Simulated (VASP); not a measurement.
## Au: single point with r2SCANh

The system is Au.

```
Au
1.0
     0.00000    2.00750    2.00750
     2.00750    0.00000    2.00750
     2.00750    2.00750    0.00000
Au
1
Direct
  0.00000 0.00000 0.00000
```

```
Program                            : VASP 6.6.1
Task                               : single point
Functional                         : r2SCANh
Potentials or basis                : VASP PAW PBE potentials, release 64 (Au)
Cutoff                             : 440 eV
k mesh                             : 6 × 6 × 6
Occupations                        : fermi-dirac, width 0.05 eV
Spin                               : no spin polarisation
Dipole correction                  : no
Grid for exact exchange (PRECFOCK) : Normal
Further INCAR settings             : ALGO = Normal; EDIFF = 1e-06; NBANDS = 12
Share of exact exchange            : 0.1
```

| Quantity | Value |
| --- | --- |
| Pressure | 17.1 GPa |
| Band gap on the k mesh | zero (an odd number of electrons rules out a gap without spin polarisation) |

Levels at points of the mesh, in eV from the Fermi level:
```
           k point  band 4  band 5  band 6  band 7  band 8  band 9
(0.00, 0.00, 0.00)   -5.69   -3.97   -3.97   15.86   20.34   20.34
(0.50, 0.00, 0.00)   -2.53   -2.53   -1.10    4.00   15.32   19.08
(0.50, 0.50, 0.00)   -2.12   -2.12    1.39    7.13   11.31   11.31
```

Run time: 5.3 min on 1 thread of Intel(R) Xeon(R) Platinum 8259CL CPU @ 2.50GHz (Skylake/Cascade Lake), with other jobs on the host, peak memory 0.14 GiB.

Caveat: the k points lie up to 0.45 Å⁻¹ apart, too coarse for converged energies and pressures of a metal; the PAW data sets were made with another functional, which shifts forces and pressure a little; spin-orbit coupling is left out, which moves the levels of the heavy elements.
